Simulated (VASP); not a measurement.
# Al3Cl in VASP: single point with PBE

Aim: the single point of Al3Cl with PBE.

Everything below comes from runs of VASP 6.6.1. Logs are shortened: lines on timing, memory, paths and dates and some standing lists are left out, and cuts for length are marked.

## (1) The cell of the first run

The cell holds a slab with vacuum, 4 atoms: a = 2.857 Å, b = 2.857 Å, c = 19.675 Å, α = 90.00°, β = 90.00°, γ = 90.00°.

## (2) Single point, PBE

File INCAR:

```
PREC = Accurate
ENCUT = 400
EDIFF = 1E-6
ISMEAR = 0
SIGMA = 0.1
LREAL = False
LASPH = True
NELM = 120
ALGO = Normal
ISIF = 2
LWAVE = False
LCHARG = False
LDIPOL = True
IDIPOL = 3
DIPOL = 0.5 0.5 0.359
GGA = PE
NBANDS = 16
GGA_COMPAT = False
NELMDL = -8
```

File KPOINTS:

```
Automatic mesh
0
Gamma
  9 9 1
```

File POSCAR:

```
Al3Cl
1.0
    2.8567582918      0.0000000000      0.0000000000
    0.0000000000      2.8567582918      0.0000000000
    0.0000000000      0.0000000000     19.6746954375
Al Cl
3 1
Direct
    0.5000000000      0.5000000000      0.2033068320
    0.0000000000      0.0000000000      0.3092728611
    0.5000000000      0.5000000000      0.4154928580
    0.5000000000      1.0000000000      0.5059627020
```

Potentials or basis: VASP PAW PBE potentials, release 64 (Al, Cl).

On the command line:

```
cat potpaw_PBE.64/Al/POTCAR potpaw_PBE.64/Cl/POTCAR > POTCAR
mpirun -np 1 vasp_std > vasp.out
```

OUTCAR:

```text
PREC = Accurate
   ENCUT = 400
   EDIFF = 1E-6
   ISMEAR = 0
   LREAL = False
   LASPH = True
   NELM = 120
   ISIF = 2
   GGA = PE
   NELMDL = -8

 ion  position               nearest neighbor table
   1  0.500  0.500  0.203-   2 2.90   2 2.90   2 2.90   2 2.90
   2  0.000  0.000  0.309-   1 2.90   1 2.90   1 2.90   1 2.90   3 2.91   3 2.91   3 2.91   3 2.91

   3  0.500  0.500  0.415-   4 2.28   4 2.28   2 2.91   2 2.91   2 2.91   2 2.91
   4  0.500  0.000  0.506-   3 2.28   3 2.28

  LATTYP: Found a simple tetragonal cell.
 ALAT       =     2.8567582918
 C/A-ratio  =     6.8870703881

  Lattice vectors:

 A1 = (   2.8567582918,   0.0000000000,   0.0000000000)
 A2 = (   0.0000000000,   2.8567582918,   0.0000000000)
 A3 = (   0.0000000000,   0.0000000000,  19.6746954375)

Analysis of symmetry for initial positions (statically):
=====================================================================
 Subroutine PRICEL returns:
 Original cell was already a primitive cell.

 Routine SETGRP: Setting up the symmetry group for a
 simple tetragonal supercell.

 Subroutine GETGRP returns: Found  4 space group operations
 (whereof  4 operations were pure point group operations)
 out of a pool of 16 trial point group operations.

The static configuration has the point symmetry C_2v.

Analysis of symmetry for dynamics (positions and initial velocities):
=====================================================================
 Subroutine PRICEL returns:
 Original cell was already a primitive cell.

 Routine SETGRP: Setting up the symmetry group for a
 simple tetragonal supercell.

 Subroutine GETGRP returns: Found  4 space group operations
 (whereof  4 operations were pure point group operations)
 out of a pool of 16 trial point group operations.

The dynamic configuration has the point symmetry C_2v.

 Subroutine INISYM returns: Found  4 space group operations
 (whereof  4 operations are pure point group operations),
 and found     1 'primitive' translations

----------------------------------------------------------------------------------------

                                     Primitive cell

  volume of cell :     160.5665

  direct lattice vectors                    reciprocal lattice vectors
     2.856758292  0.000000000  0.000000000     0.350047116  0.000000000  0.000000000
     0.000000000  2.856758292  0.000000000     0.000000000  0.350047116  0.000000000
     0.000000000  0.000000000 19.674695437     0.000000000  0.000000000  0.050826708

  length of vectors
     2.856758292  2.856758292 19.674695437     0.350047116  0.350047116  0.050826708

  position of ions in fractional coordinates (direct lattice)
     0.500000000  0.500000000  0.203306832
     0.000000000  0.000000000  0.309272861
     0.500000000  0.500000000  0.415492858
     0.500000000  0.000000000  0.505962702

  ion indices of the primitive-cell ions
   primitive index   ion index
                 1           1
                 2           2
                 3           3
                 4           4

----------------------------------------------------------------------------------------

 KPOINTS: Automatic mesh

Automatic generation of k-mesh.
 Grid dimensions read from file:
 generate k-points for:    9    9    1

 Generating k-lattice:

  Cartesian coordinates                     Fractional coordinates (reciprocal lattice)
     0.038894124  0.000000000  0.000000000     0.111111111  0.000000000  0.000000000
     0.000000000  0.038894124  0.000000000     0.000000000  0.111111111  0.000000000
     0.000000000  0.000000000  0.050826708     0.000000000  0.000000000  1.000000000

  Length of vectors
     0.038894124  0.038894124  0.050826708

  Shift w.r.t. Gamma in fractional coordinates (k-lattice)
     0.000000000  0.000000000  0.000000000

 Subroutine IBZKPT returns following result:
 ===========================================

 Found     25 irreducible k-points:

 Following reciprocal coordinates:
            Coordinates               Weight
  0.000000  0.000000  0.000000      1.000000
  0.111111  0.000000  0.000000      2.000000
  0.000000  0.111111  0.000000      2.000000
  0.222222  0.000000  0.000000      2.000000
  0.000000  0.222222  0.000000      2.000000
  0.333333  0.000000  0.000000      2.000000
[... 16 lines left out ...]
  0.444444  0.333333  0.000000      4.000000
 -0.333333  0.444444  0.000000      4.000000
   k-points           NKPTS =     25   k-points in BZ     NKDIM =     25   number of bands    NBANDS=     16
   number of dos      NEDOS =    301   number of ions     NIONS =      4
   total plane-waves  NPLWV =  51200
   dimension x,y,z NGX =    20 NGY =   20 NGZ =  128
   dimension x,y,z NGXF=    40 NGYF=   40 NGZF=  256
   ions per type =               3   1
   NGX,Y,Z   is equivalent  to a cutoff of  11.64, 11.64, 10.82 a.u.
   NGXF,Y,Z  is equivalent  to a cutoff of  23.28, 23.28, 21.63 a.u.
 SYSTEM =  unknown system
   PREC   = accura    normal or accurate (medium, high low for compatibility)
   ISTART =      0    job   : 0-new  1-cont  2-samecut
   ICHARG =      2    charge: 1-file 2-atom 10-const
   ISPIN  =      1    spin polarized calculation?
   LNONCOLLINEAR =      F non collinear calculations
   LSORBIT =      F    spin-orbit coupling
   LASPH  =      T    aspherical Exc in radial PAW
   ENCUT  =  400.0 eV  29.40 Ry    5.42 a.u.   4.66  4.66 32.08*2*pi/ulx,y,z
   NELM   =    120;   NELMIN=  2; NELMDL= -8     # of ELM steps
   EDIFF  = 0.1E-05   stopping-criterion for ELM
   LREAL  =      F    real-space projection
   EDIFFG = 0.1E-04   stopping-criterion for IOM
   NSW    =      0    number of steps for IOM
   IBRION =     -1    ionic relax: 0-MD 1-quasi-New 2-CG
   NFREE  =      0    steps in history (QN), initial steepest desc. (CG)
   ISIF   =      2    stress and relaxation
   ISYM   =      2    0-nonsym 1-usesym 2-fastsym
   POTIM  = 0.5000    time-step for ionic-motion
   TEBEG  =    0.0;   TEEND  =   0.0 temperature during run
   PSTRESS=    0.0 pullay stress
   NELECT =      16.0000    total number of electrons
   NUPDOWN=      -1.0000    fix difference up-down
   EMIN   =  10.00;   EMAX   =-10.00  energy-range for DOS
   EFERMI =   0.00;   METHOD = LEGACY
   ISMEAR =     0;   SIGMA  =   0.10  broadening in eV -4-tet -1-fermi 0-gaus
   EFERMI_NEDOS =   21; number of points for ismear=-14 and -15
   IALGO  =     38    algorithm
   IMIX   =      4    mixing-type and parameters
     AMIX     =   0.40;   BMIX     =  1.00
     AMIX_MAG =   1.60;   BMIX_MAG =  1.00
  volume/ion in A,a.u.               =      40.14       270.89
  Fermi-wavevector in a.u.,A,eV,Ry     =   0.758979  1.434263  7.837626  0.576049
  Thomas-Fermi vector in A             =   1.857671
   LORBIT       =      0    0 simple, 1 ext, 2 COOP (PROOUT), +10 PAW based schemes
   GGA     = PE    functional components
   LHFCALC =     F    Hartree Fock is set to
   AEXX    =    0.0000 exact exchange contribution
   IVDW    =     0    specifies the selected vdW correction
   LEPSILON=     F    determine dielectric tensor
   LRPA    =     F    only Hartree local field effects (RPA)
 non-spin polarized calculation
 Gauss-broadening in eV      SIGMA  =   0.10
  energy-cutoff  :      400.00
  volume of cell :      160.57
 maximum number of plane-waves:      2959
 NGX is ok and might be reduce to    20
   NGX =  9   NGY =  9   NGZ = 65

 dipolmoment           0.000000      0.000000     -0.004197 electrons x Angstroem

 number of electron      16.0000000 magnetization

 dipolmoment           0.000000      0.000000      0.017883 electrons x Angstroem

 Free energy of the ion-electron system (eV)
  ---------------------------------------------------
  ext. energy  EPLUGINS =         0.00000000
  ---------------------------------------------------
  free energy    TOTEN  =       -13.34901322 eV

  energy without entropy =      -13.33990814  energy(sigma->0) =      -13.34446068

 E-fermi :   0.7524     XC(G=0):  -5.0057

 val. band max:        0.6141359007   @ k =  -0.1111   0.3333   0.0000
 cond. band min:       0.7535979116   @ k =  -0.2222   0.4444   0.0000
 fundamental gap:      0.1394620109
 Fermi energy:         0.7523628553

 k-point     1 :       0.0000    0.0000    0.0000
  band No.  band energies     occupation
      1     -17.0900      2.00000
      2      -9.6728      2.00000
      3      -7.8346      2.00000
      4      -5.6010      2.00000
      5      -2.7004      2.00000
      6      -1.7673      2.00000
[... 8 lines left out ...]
     15       7.0748      0.00000
     16       7.3462      0.00000

 k-point     2 :       0.1111    0.0000    0.0000
  band No.  band energies     occupation
      1     -16.9786      2.00000
      2      -9.4557      2.00000
      3      -7.6406      2.00000
      4      -5.4370      2.00000
      5      -2.5949      2.00000
      6      -1.9871      2.00000
[... 8 lines left out ...]
     15       7.1852      0.00000
     16       7.5228      0.00000

 k-point     3 :       0.0000    0.1111    0.0000
  band No.  band energies     occupation
      1     -16.9620      2.00000
      2      -9.4563      2.00000
      3      -7.6424      2.00000
      4      -5.4323      2.00000
      5      -2.7800      2.00000
      6      -2.4604      2.00000
[... 8 lines left out ...]
     15       7.1921      0.00000
     16       7.7737      0.00000

 k-point     4 :       0.2222    0.0000    0.0000
  band No.  band energies     occupation
      1     -16.6756      2.00000
      2      -8.8105      2.00000
      3      -7.0788      2.00000
      4      -4.9747      2.00000
      5      -3.8032      2.00000
      6      -1.9094      2.00000
[... 8 lines left out ...]
     15       7.2573      0.00000
     16       7.7504      0.00000

 k-point     5 :       0.0000    0.2222    0.0000
  band No.  band energies     occupation
      1     -16.6086      2.00000
      2      -8.8154      2.00000
      3      -7.0973      2.00000
      4      -4.9530      2.00000
      5      -4.5422      2.00000
      6      -1.9425      2.00000
[... 8 lines left out ...]
     15       7.7563      0.00000
     16       7.9401      0.00000

 k-point     6 :       0.3333    0.0000    0.0000
  band No.  band energies     occupation
      1     -16.2851      2.00000
      2      -7.7686      2.00000
      3      -6.2502      2.00000
      4      -5.3534      2.00000
      5      -4.1901      2.00000
      6      -1.7560      2.00000
[... 8 lines left out ...]
     15       7.5701      0.00000
     16       7.9654      0.00000
[... 267 lines left out ...]
 k-point    21 :      -0.2222    0.4444    0.0000
  band No.  band energies     occupation
      1     -15.3968      2.00000
      2      -7.0572      2.00000
      3      -5.4809      2.00000
      4      -4.6220      2.00000
      5      -3.1653      2.00000
      6      -2.7078      2.00000
[... 8 lines left out ...]
     15       6.2802      0.00000
     16       7.3153      0.00000

 k-point    22 :       0.3333    0.3333    0.0000
  band No.  band energies     occupation
      1     -15.3832      2.00000
      2      -6.1275      2.00000
      3      -5.3705      2.00000
      4      -4.6894      2.00000
      5      -4.3922      2.00000
      6      -2.7074      2.00000
[... 8 lines left out ...]
     15       6.3148      0.00000
     16       6.6236      0.00000

 k-point    23 :       0.4444    0.3333    0.0000
  band No.  band energies     occupation
      1     -15.1142      2.00000
      2      -5.4694      2.00000
      3      -5.2407      2.00000
      4      -4.6648      2.00000
      5      -3.8079      2.00000
      6      -2.2135      2.00000
[... 8 lines left out ...]
     15       5.6753      0.00000
     16       6.4461      0.00000

 k-point    24 :      -0.3333    0.4444    0.0000
  band No.  band energies     occupation
      1     -15.0442      2.00000
      2      -6.5579      2.00000
      3      -4.7940      2.00000
      4      -4.0330      2.00000
      5      -3.7916      2.00000
      6      -2.1922      2.00000
[... 8 lines left out ...]
     15       5.2594      0.00000
     16       6.2434      0.00000

 [... further k-points ...]

------------------------ aborting loop because EDIFF is reached ----------------------------------------

 vacuum level on the upper side and lower side of the slab       (xc-potential included)         0.165        -0.215

  FORCE on cell =-STRESS in cart. coord.  units (eV):
  Direction    XX          YY          ZZ          XY          YZ          ZX
  --------------------------------------------------------------------------------------
  -------------------------------------------------------------------------------------
  Total        2.5588824      4.0685312     -0.4330356      0.0000000      0.0000000      0.0000000
  in kB       25.5332378     40.5969332     -4.3209490      0.0000000      0.0000000      0.0000000
  external PRESSURE =      20.6030740 kB  Pullay stress =       0.0000000 kB

 VOLUME and BASIS-vectors are now :
 -----------------------------------------------------------------------------
  energy-cutoff  :      400.00
  volume of cell :      160.57
      direct lattice vectors                 reciprocal lattice vectors
     2.856758292  0.000000000  0.000000000     0.350047116  0.000000000  0.000000000
     0.000000000  2.856758292  0.000000000     0.000000000  0.350047116  0.000000000
     0.000000000  0.000000000 19.674695437     0.000000000  0.000000000  0.050826708

 POSITION                                       TOTAL-FORCE (eV/Angst)
 -----------------------------------------------------------------------------------
      1.42838      1.42838      4.00000         0.000000      0.000000     -0.050885
      0.00000      0.00000      6.08485         0.000000      0.000000      0.288348
      1.42838      1.42838      8.17470         0.000000      0.000000     -0.227188
      1.42838      0.00000      9.95466         0.000000      0.000000     -0.010274
 -----------------------------------------------------------------------------------
    total drift:                                0.000000      0.000000     -0.000170

  FREE ENERGIE OF THE ION-ELECTRON SYSTEM (eV)
  ---------------------------------------------------
  free  energy   TOTEN  =       -13.3490132158 eV

  energy  without entropy=      -13.3399081361  energy(sigma->0) =      -13.34446068

 vacuum level on the upper side and lower side of the slab         5.169         4.770
```

Run time: 81 s. Hardware: 1 thread of Intel Xeon 6975P-C, shared host; peak memory 0.22 GiB.

Results:

```yaml
Free_energy: -13.3490 eV
Largest_force: 0.288 eV/Å
Band_gap_on_the_k_mesh: zero (band 8 reaches 1.46 eV, above the bottom of band 9 at 0.01 eV)
```

Forces in eV/Å, atoms in the order of the input:
```
Al   0.000  0.000 -0.051
Al   0.000  0.000  0.288
Al   0.000  0.000 -0.227
Cl   0.000  0.000 -0.010
```
